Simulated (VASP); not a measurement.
A run of VASP 6.6.1 is set up as follows.

File INCAR:

```
PREC = Accurate ; ENCUT = 520
EDIFF = 1E-7 ; ISMEAR = 0
SIGMA = 0.02 ; LREAL = False
LASPH = True ; NELM = 100
ALGO = Normal ; ISIF = 2
LWAVE = False ; LCHARG = False
GGA = PE ; NBANDS = 77
```

KPOINTS

```
Automatic mesh
0
Gamma
  6 6 4
```

POSCAR

```
Ga2SnO4
1.0
    5.2882692416      0.0000000000      0.0000000000
   -2.6441346208      4.5797755053      0.0000000000
    0.0000000000      0.0000000000      8.9107840911
Ga Sn O
4 2 8
Direct
    0.6666666667      0.3333333333      0.9540876427
    0.6666666667      0.3333333333      0.5459123573
    0.3333333333      0.6666666667      0.4540876427
    0.3333333333      0.6666666667      0.0459123573
    0.0000000000      0.0000000000      0.2500000000
    0.0000000000      0.0000000000      0.7500000000
    0.6666666667      0.3333333333      0.7500000000
    0.6851287812      0.6851287812      0.0000000000
    0.3333333333      0.6666666667      0.2500000000
    0.6851287812      0.0000000000      0.5000000000
    0.3148712188      0.3148712188      0.5000000000
    0.3148712188      0.0000000000      0.0000000000
    0.0000000000      0.6851287812      0.5000000000
    0.0000000000      0.3148712188      0.0000000000
```

Potentials or basis: VASP PAW PBE potentials, release 64 (Ga_d, Sn_d, O).

Command:

```sh
$ cat potpaw_PBE.64/Ga_d/POTCAR potpaw_PBE.64/Sn_d/POTCAR potpaw_PBE.64/O/POTCAR > POTCAR
$ mpirun -np 1 vasp_std > vasp.out
```

Problem. Estimate the largest force.

Solution. 0.035 eV/Å.

Problem. Predict the pressure.

Solution. 0.2 GPa.

Problem. Estimate the band gap on the k mesh.

Solution. 2.48 eV (least direct gap 2.55 eV).

Forces in eV/Å, atoms in the order of the input:
```
Ga   0.000  0.000 -0.016
Ga   0.000  0.000  0.016
Ga   0.000  0.000 -0.016
Ga   0.000  0.000  0.016
Sn   0.000  0.000  0.000
Sn   0.000  0.000  0.000
O    0.000  0.000  0.000
O    0.018  0.030  0.000
O    0.000  0.000  0.000
O    0.035  0.000  0.000
O   -0.018 -0.030  0.000
O   -0.035  0.000  0.000
O   -0.018  0.030  0.000
O    0.018 -0.030  0.000
```

Caveat: spin-orbit coupling is left out, which moves the levels of the heavy elements. A k mesh can miss the band edges.
